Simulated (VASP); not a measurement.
The system is In7O.

```
CELL_PARAMETERS angstrom
0.00000 4.67532 4.67532
4.67532 0.00000 4.67532
4.67532 4.67532 0.00000
ATOMIC_POSITIONS crystal
In 0.74502 0.25498 0.25498
In 0.25498 0.74502 0.74502
In 0.25498 0.74502 0.25498
In 0.74502 0.25498 0.74502
In 0.25498 0.25498 0.74502
In 0.74502 0.74502 0.25498
In 0.50000 0.50000 0.50000
O 0.00000 0.00000 0.00000
```

The cell was built from a structure type or drawn by symmetry, and may not be a known phase.

* Program: VASP 6.6.1
* Task: relaxation of cell and atoms
* Functional: PBE
* Potentials or basis: VASP PAW PBE potentials, release 64 (In_d, O)
* Cutoff: 600 eV
* k mesh: 3 × 3 × 3
* Occupations: gaussian, width 0.2 eV
* Spin: no spin polarisation

At the start: pressure 28.9 GPa; volume 25.55 Å³/atom.

**Question.** How do energy, volume and symmetry change on relaxing?

**Answer.** Over 9 steps the energy falls by 1279.3 meV/atom and the volume is 39.31 Å³/atom (+53.8 %); space group Fm-3m (No. 225, to 0.1 Å) before and after.

The path:
```
step  energy change (eV)  largest force (eV/Å)  pressure (GPa)  volume (Å³)
   1              0.0000                7.5599           28.91       204.39
   2             -9.9145                0.2662           -1.93       373.37
   3            -10.1222                0.4750            0.30       305.99
   4            -10.1848                0.2957           -0.82       329.92
   5            -10.1893                0.3256           -0.58       323.83
   6            -10.1873                0.3417           -0.46       321.08
   7            -10.2204                0.2039           -0.03       315.63
   8            -10.2270                0.1046            0.26       312.09
   9            -10.2343                0.0720            0.22       314.45
```

Final structure:
```xyz
8
Lattice="0.0000 5.3973 5.3973 5.3973 0.0000 5.3973 5.3973 5.3973 0.0000" Properties=species:S:1:pos:R:3 pbc="T T T"
In    2.3898    5.3973    5.3973
In    8.4048    5.3973    5.3973
In    5.3973    2.3898    5.3973
In    5.3973    8.4048    5.3973
In    5.3973    5.3973    2.3898
In    5.3973    5.3973    8.4048
In    5.3973    5.3973    5.3973
O     0.0000    0.0000    0.0000
```

Caveat: the k points lie up to 0.34 Å⁻¹ apart in the final cell, too coarse for converged energies and pressures of a metal; the volume moved by over 15 % at a fixed basis, so the end points are rough; an odd number of electrons without spin polarisation forces a metal; a magnetic or distorted state may lie lower; the relaxation stopped at a loose force limit of 0.08 eV/Å, so its end isn't a converged minimum.
